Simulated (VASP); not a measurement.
# CdO (lda) (Fm-3m) in VASP: a series of runs

CdO (lda) is run at these levels: LDA; tasks: single point.

Everything below comes from runs of VASP 6.6.1. Logs are shortened: lines on timing, memory, paths and dates and some standing lists are left out, and cuts for length are marked.

## Step 1: The cell of the first run

The structure is cubic, space group Fm-3m (No. 225). Conventional cell: a = 4.260 Å, b = 4.260 Å, c = 4.260 Å, α = 90.00°, β = 90.00°, γ = 90.00°. Cd (site symmetry m-3m) has 6 O at 2.13 Å within 2.8 Å. O (site symmetry m-3m) has 6 Cd at 2.13 Å within 2.8 Å.

## Step 2: Single point, LDA

File INCAR:

```
ALGO = Normal ; EDIFF = 1E-6
ENCUT = 600 ; GGA = CA
GGA_COMPAT = False ; ISIF = 2
ISMEAR = 0 ; LASPH = True
LCHARG = True ; LELF = True
LREAL = False ; LVHAR = True
LWAVE = False ; NBANDS = 16
NELM = 120 ; PREC = Accurate
SIGMA = 0.01
```

File KPOINTS:

```
k-points
0
Gamma
  14 14 14
```

File POSCAR:

```
CdO
1.0
    0.0000000000      2.1299120087      2.1299120087
    2.1299120087      0.0000000000      2.1299120087
    2.1299120087      2.1299120087      0.0000000000
Cd O
1 1
Direct
    0.0000000000      0.0000000000      0.0000000000
    0.5000000000      0.5000000000      0.5000000000
```

Potentials or basis: VASP PAW LDA potentials, release 64 (Cd, O).

On the command line:

```
$ cat potpaw_LDA.64/Cd/POTCAR potpaw_LDA.64/O/POTCAR > POTCAR
$ mpirun -np 1 vasp_std > vasp.out
```

OUTCAR:

```text
EDIFF = 1E-6
   ENCUT = 600
   GGA = CA
   ISIF = 2
   ISMEAR = 0
   LASPH = True
   LREAL = False
   NELM = 120
   PREC = Accurate

 ion  position               nearest neighbor table
   1  0.000  0.000  0.000-   2 2.13   2 2.13   2 2.13   2 2.13   2 2.13   2 2.13
   2  0.500  0.500  0.500-   1 2.13   1 2.13   1 2.13   1 2.13   1 2.13   1 2.13

  LATTYP: Found a face centered cubic cell.
 ALAT       =     4.2598240174

  Lattice vectors:

 A1 = (   0.0000000000,   2.1299120087,   2.1299120087)
 A2 = (   2.1299120087,   0.0000000000,   2.1299120087)
 A3 = (   2.1299120087,   2.1299120087,   0.0000000000)

Analysis of symmetry for initial positions (statically):
=====================================================================
 Subroutine PRICEL returns:
 Original cell was already a primitive cell.

 Routine SETGRP: Setting up the symmetry group for a
 face centered cubic supercell.

 Subroutine GETGRP returns: Found 48 space group operations
 (whereof 48 operations were pure point group operations)
 out of a pool of 48 trial point group operations.

The static configuration has the point symmetry O_h .

Analysis of symmetry for dynamics (positions and initial velocities):
=====================================================================
 Subroutine PRICEL returns:
 Original cell was already a primitive cell.

 Routine SETGRP: Setting up the symmetry group for a
 face centered cubic supercell.

 Subroutine GETGRP returns: Found 48 space group operations
 (whereof 48 operations were pure point group operations)
 out of a pool of 48 trial point group operations.

The dynamic configuration has the point symmetry O_h .

 Subroutine INISYM returns: Found 48 space group operations
 (whereof 48 operations are pure point group operations),
 and found     1 'primitive' translations

----------------------------------------------------------------------------------------

                                     Primitive cell

  volume of cell :      19.3248

  direct lattice vectors                    reciprocal lattice vectors
     0.000000000  2.129912009  2.129912009    -0.234751482  0.234751482  0.234751482
     2.129912009  0.000000000  2.129912009     0.234751482 -0.234751482  0.234751482
     2.129912009  2.129912009  0.000000000     0.234751482  0.234751482 -0.234751482

  length of vectors
     3.012150449  3.012150449  3.012150449     0.406601494  0.406601494  0.406601494

  position of ions in fractional coordinates (direct lattice)
     0.000000000  0.000000000  0.000000000
     0.500000000  0.500000000  0.500000000

[... 72 lines left out ...]
   LSORBIT =      F    spin-orbit coupling
   LASPH  =      T    aspherical Exc in radial PAW
   ENCUT  =  600.0 eV  44.10 Ry    6.64 a.u.   6.02  6.02  6.02*2*pi/ulx,y,z
   NELM   =    120;   NELMIN=  2; NELMDL= -5     # of ELM steps
   EDIFF  = 0.1E-05   stopping-criterion for ELM
   LREAL  =      F    real-space projection
   EDIFFG = 0.1E-04   stopping-criterion for IOM
   NSW    =      0    number of steps for IOM
   IBRION =     -1    ionic relax: 0-MD 1-quasi-New 2-CG
   NFREE  =      0    steps in history (QN), initial steepest desc. (CG)
   ISIF   =      2    stress and relaxation
   ISYM   =      2    0-nonsym 1-usesym 2-fastsym
   POTIM  = 0.5000    time-step for ionic-motion
   TEBEG  =    0.0;   TEEND  =   0.0 temperature during run
   PSTRESS=    0.0 pullay stress
   NELECT =      18.0000    total number of electrons
   NUPDOWN=      -1.0000    fix difference up-down
   EMIN   =  10.00;   EMAX   =-10.00  energy-range for DOS
   EFERMI =   0.00;   METHOD = LEGACY
   ISMEAR =     0;   SIGMA  =   0.01  broadening in eV -4-tet -1-fermi 0-gaus
   EFERMI_NEDOS =   21; number of points for ismear=-14 and -15
   IALGO  =     38    algorithm
   IMIX   =      4    mixing-type and parameters
     AMIX     =   0.40;   BMIX     =  1.00
     AMIX_MAG =   1.60;   BMIX_MAG =  1.00
  volume/ion in A,a.u.               =       9.66        65.21
  Fermi-wavevector in a.u.,A,eV,Ry     =   1.598800  3.021293 34.778666  2.556160
  Thomas-Fermi vector in A             =   2.696193
   LORBIT       =      0    0 simple, 1 ext, 2 COOP (PROOUT), +10 PAW based schemes
   GGA     = CA    functional components
   LHFCALC =     F    Hartree Fock is set to
   AEXX    =    0.0000 exact exchange contribution
   IVDW    =     0    specifies the selected vdW correction
   LEPSILON=     F    determine dielectric tensor
   LRPA    =     F    only Hartree local field effects (RPA)
 non-spin polarized calculation
 Gauss-broadening in eV      SIGMA  =   0.01
  energy-cutoff  :      600.00
  volume of cell :       19.32
 maximum number of plane-waves:       656
   NGX = 13   NGY = 13   NGZ = 13

 number of electron      18.0000002 magnetization

 Free energy of the ion-electron system (eV)
  ---------------------------------------------------
  ext. energy  EPLUGINS =         0.00000000
  ---------------------------------------------------
  free energy    TOTEN  =        -8.17091111 eV

  energy without entropy =       -8.17091111  energy(sigma->0) =       -8.17091111

 E-fermi :   5.4412     XC(G=0): -13.9186

 val. band max:        5.3946868451   @ k =   0.5000   0.0000   0.0000
 cond. band min:       5.5436503377   @ k =   0.0000   0.0000   0.0000
 fundamental gap:      0.1489634926
 Fermi energy:         5.4412352885

 k-point     1 :       0.0000    0.0000    0.0000
  band No.  band energies     occupation
      1     -14.7285      2.00000
      2      -2.4802      2.00000
      3      -2.4802      2.00000
      4      -2.4802      2.00000
      5      -1.9059      2.00000
      6      -1.9059      2.00000
[... 433 lines left out ...]
      3      -3.0746      2.00000
      4      -2.6896      2.00000
      5      -2.1214      2.00000
      6      -1.6163      2.00000
[... 8 lines left out ...]
     15      28.0984      0.00000
     16      30.9443      0.00000

 [... further k-points ...]
[... 5 lines left out ...]
  --------------------------------------------------------------------------------------
  -------------------------------------------------------------------------------------
  Total        9.8508689      9.8508689      9.8508689      0.0000000      0.0000000     -0.0000000
  in kB      816.7142657    816.7142657    816.7142657      0.0000000      0.0000000     -0.0000000
  external PRESSURE =     816.7142657 kB  Pullay stress =       0.0000000 kB

 VOLUME and BASIS-vectors are now :
 -----------------------------------------------------------------------------
  energy-cutoff  :      600.00
  volume of cell :       19.32
      direct lattice vectors                 reciprocal lattice vectors
     0.000000000  2.129912009  2.129912009    -0.234751482  0.234751482  0.234751482
     2.129912009  0.000000000  2.129912009     0.234751482 -0.234751482  0.234751482
     2.129912009  2.129912009  0.000000000     0.234751482  0.234751482 -0.234751482

 POSITION                                       TOTAL-FORCE (eV/Angst)
 -----------------------------------------------------------------------------------
      0.00000      0.00000      0.00000         0.000000     -0.000000      0.000000
      2.12991      2.12991      2.12991        -0.000000      0.000000     -0.000000
 -----------------------------------------------------------------------------------
    total drift:                                0.000000     -0.000000     -0.000000

  FREE ENERGIE OF THE ION-ELECTRON SYSTEM (eV)
  ---------------------------------------------------
  free  energy   TOTEN  =        -8.1709111082 eV

  energy  without entropy=       -8.1709111082  energy(sigma->0) =       -8.17091111
```

OSZICAR:

```text
N       E                     dE             d eps       ncg     rms          rms(c)
DAV:   1     0.127015760875E+03    0.12702E+03   -0.11782E+04  3536   0.138E+03
DAV:   2    -0.678735822639E+01   -0.13380E+03   -0.12255E+03  3784   0.324E+02
DAV:   3    -0.999860464160E+01   -0.32112E+01   -0.32065E+01  4152   0.546E+01
DAV:   4    -0.100055362527E+02   -0.69316E-02   -0.69315E-02  4192   0.247E+00
DAV:   5    -0.100055532959E+02   -0.17043E-04   -0.17043E-04  4240   0.113E-01    0.197E+01
DAV:   6    -0.818060416641E+01    0.18249E+01   -0.36072E+00  4176   0.359E+01    0.169E+01
DAV:   7    -0.819689828764E+01   -0.16294E-01   -0.70816E-01  3696   0.858E+00    0.943E+00
DAV:   8    -0.817575532685E+01    0.21143E-01   -0.78414E-02  3696   0.292E+00    0.772E-01
DAV:   9    -0.817083426826E+01    0.49211E-02   -0.11987E-02  4648   0.177E+00    0.107E-01
DAV:  10    -0.817092256367E+01   -0.88295E-04   -0.94754E-04  3816   0.315E-01    0.751E-02
DAV:  11    -0.817091079898E+01    0.11765E-04   -0.38257E-05  4320   0.973E-02    0.935E-03
DAV:  12    -0.817091110816E+01   -0.30918E-06   -0.38622E-06  3808   0.214E-02
   1 F= -.81709111E+01 E0= -.81709111E+01  d E =-.639713E-14
```

Wall time 18 s (1 thread of Intel Xeon Platinum 8259CL at 2.50GHz (Skylake/Cascade Lake), shared host); peak memory 0.16 GiB.

What came out:

| Item | Value |
| --- | --- |
| Free energy | -8.1709 eV |
| Pressure | 81.7 GPa |
| Band gap on the k mesh | 0.15 eV, indirect (least direct gap 3.09 eV) |

Levels at points of the mesh, in eV from the valence-band top:
| k point | band 6 | band 7 | band 8 | band 9 | band 10 | band 11 | band 12 | band 13 |
| --- | --- | --- | --- | --- | --- | --- | --- | --- |
| (0.00, 0.00, 0.00) | -7.30 | -2.94 | -2.94 | -2.94 | 0.15 | 14.72 | 18.91 | 18.91 |
| (0.50, 0.00, 0.00) | -6.76 | -4.63 | 0.00 | 0.00 | 4.14 | 9.23 | 12.94 | 12.94 |
| (0.50, 0.50, 0.00) | -6.45 | -5.46 | -4.30 | -4.30 | 4.83 | 9.49 | 12.14 | 15.66 |

## Step 3: Single point, LDA

This run uses another cell than the first one, of 10.39 Å³/atom, 1.075 times its volume.

File INCAR:

```
ALGO = Normal
EDIFF = 1E-6
ENCUT = 600
GGA_COMPAT = F
ISIF = 2
ISMEAR = 0
LASPH = T
LCHARG = T
LELF = T
LREAL = F
LVHAR = T
LWAVE = F
NBANDS = 16
NELM = 120
PREC = Accurate
SIGMA = 0.01
```

KPOINTS is that of step 2.

File POSCAR:

```
CdO
1.0
    0.0000000000      2.1819986392      2.1819986392
    2.1819986392      0.0000000000      2.1819986392
    2.1819986392      2.1819986392      0.0000000000
Cd O
1 1
Direct
    0.0000000000      0.0000000000      0.0000000000
    0.5000000000      0.5000000000      0.5000000000
```

Potentials or basis: VASP PAW LDA potentials, release 64 (Cd, O).

On the command line:

```
$ cat potpaw_LDA.64/Cd/POTCAR potpaw_LDA.64/O/POTCAR > POTCAR
$ mpirun -np 1 vasp_std > vasp.out
```

OUTCAR:

```text
EDIFF = 1E-6
   ENCUT = 600
   ISIF = 2
   ISMEAR = 0
   LASPH = T
   LREAL = F
   NELM = 120
   PREC = Accurate

 ion  position               nearest neighbor table
   1  0.000  0.000  0.000-   2 2.18   2 2.18   2 2.18   2 2.18   2 2.18   2 2.18
   2  0.500  0.500  0.500-   1 2.18   1 2.18   1 2.18   1 2.18   1 2.18   1 2.18

  LATTYP: Found a face centered cubic cell.
 ALAT       =     4.3639972784

  Lattice vectors:

 A1 = (   0.0000000000,   2.1819986392,   2.1819986392)
 A2 = (   2.1819986392,   0.0000000000,   2.1819986392)
 A3 = (   2.1819986392,   2.1819986392,   0.0000000000)

Analysis of symmetry for initial positions (statically):
=====================================================================
 Subroutine PRICEL returns:
 Original cell was already a primitive cell.

 Routine SETGRP: Setting up the symmetry group for a
 face centered cubic supercell.

 Subroutine GETGRP returns: Found 48 space group operations
 (whereof 48 operations were pure point group operations)
 out of a pool of 48 trial point group operations.

[... 156 lines left out ...]
  ---------------------------------------------------
  ext. energy  EPLUGINS =         0.00000000
  ---------------------------------------------------
  free energy    TOTEN  =        -8.76333249 eV

  energy without entropy =       -8.76332400  energy(sigma->0) =       -8.76332824

 E-fermi :   4.3733     XC(G=0): -13.4792

 val. band max:        4.3651613556   @ k =   0.5000   0.0000   0.0000
 cond. band min:       4.8646987257   @ k =   0.0714   0.0000   0.0000
 fundamental gap:      0.4995373702
 Fermi energy:         4.3732954058

 k-point     1 :       0.0000    0.0000    0.0000
  band No.  band energies     occupation
      1     -14.8777      2.00000
      2      -3.0995      2.00000
      3      -3.0995      2.00000
      4      -3.0995      2.00000
      5      -2.6075      2.00000
      6      -2.6075      2.00000
[... 433 lines left out ...]
      3      -3.5794      2.00000
      4      -3.2420      2.00000
      5      -2.7795      2.00000
      6      -2.3612      2.00000
[... 8 lines left out ...]
     15      26.4944      0.00000
     16      29.0213      0.00000

 [... further k-points ...]
[... 5 lines left out ...]
  --------------------------------------------------------------------------------------
  -------------------------------------------------------------------------------------
  Total        6.4579458      6.4579458      6.4579458      0.0000000     -0.0000000      0.0000000
  in kB      497.9796013    497.9796013    497.9796013      0.0000000     -0.0000000      0.0000000
  external PRESSURE =     497.9796013 kB  Pullay stress =       0.0000000 kB

 VOLUME and BASIS-vectors are now :
 -----------------------------------------------------------------------------
  energy-cutoff  :      600.00
  volume of cell :       20.78
      direct lattice vectors                 reciprocal lattice vectors
     0.000000000  2.181998639  2.181998639    -0.229147714  0.229147714  0.229147714
     2.181998639  0.000000000  2.181998639     0.229147714 -0.229147714  0.229147714
     2.181998639  2.181998639  0.000000000     0.229147714  0.229147714 -0.229147714

 POSITION                                       TOTAL-FORCE (eV/Angst)
 -----------------------------------------------------------------------------------
      0.00000      0.00000      0.00000         0.000000      0.000000      0.000000
      2.18200      2.18200      2.18200        -0.000000      0.000000     -0.000000
 -----------------------------------------------------------------------------------
    total drift:                                0.000000      0.000000      0.000000

  FREE ENERGIE OF THE ION-ELECTRON SYSTEM (eV)
  ---------------------------------------------------
  free  energy   TOTEN  =        -8.7633324861 eV

  energy  without entropy=       -8.7633239986  energy(sigma->0) =       -8.76332824
```

OSZICAR:

```text
N       E                     dE             d eps       ncg     rms          rms(c)
DAV:   1     0.127459289014E+03    0.12746E+03   -0.11644E+04  3496   0.136E+03
DAV:   2    -0.717204098772E+01   -0.13463E+03   -0.12361E+03  3744   0.319E+02
DAV:   3    -0.105101769778E+02   -0.33381E+01   -0.33330E+01  4240   0.552E+01
DAV:   4    -0.105177481209E+02   -0.75711E-02   -0.75710E-02  4000   0.254E+00
DAV:   5    -0.105177675567E+02   -0.19436E-04   -0.19436E-04  4360   0.118E-01    0.164E+01
DAV:   6    -0.878406398393E+01    0.17337E+01   -0.36950E+00  4368   0.360E+01    0.143E+01
DAV:   7    -0.879041320761E+01   -0.63492E-02   -0.66935E-01  3704   0.831E+00    0.798E+00
DAV:   8    -0.876822674811E+01    0.22186E-01   -0.89048E-02  3648   0.285E+00    0.776E-01
DAV:   9    -0.876326050645E+01    0.49662E-02   -0.11313E-02  4680   0.155E+00    0.103E-01
DAV:  10    -0.876333881436E+01   -0.78308E-04   -0.85268E-04  3768   0.295E-01    0.484E-02
DAV:  11    -0.876333244373E+01    0.63706E-05   -0.29921E-05  4488   0.929E-02    0.733E-03
DAV:  12    -0.876333248608E+01   -0.42350E-07   -0.21024E-06  3696   0.143E-02
   1 F= -.87633325E+01 E0= -.87633282E+01  d E =-.848750E-05
```

stdout:

```text
POSCAR found type information on POSCAR CdO
 POSCAR found :  2 types and       2 ions
 scaLAPACK will be used
 LDA part: xc-table for (Slater(with rela. corr.)+CA(PZ))
 , standard interpolation
 POSCAR, INCAR and KPOINTS ok, starting setup
 FFT: planning ... GRIDC
 FFT: planning ... GRID_SOFT
 FFT: planning ... GRID
 WAVECAR not read
 entering main loop
```

Run time: 39 s. Hardware: 1 thread of Intel Xeon Platinum 8259CL at 2.50GHz (Skylake/Cascade Lake), shared host; peak memory 0.17 GiB.

Results:

| Item | Value |
| --- | --- |
| Free energy | -8.7633 eV |
| Pressure | 49.8 GPa |
| Band gap on the k mesh | zero (band 9 reaches 4.37 eV, above the bottom of band 10 at 4.33 eV) |

(Part 1 of 2 ends here.)
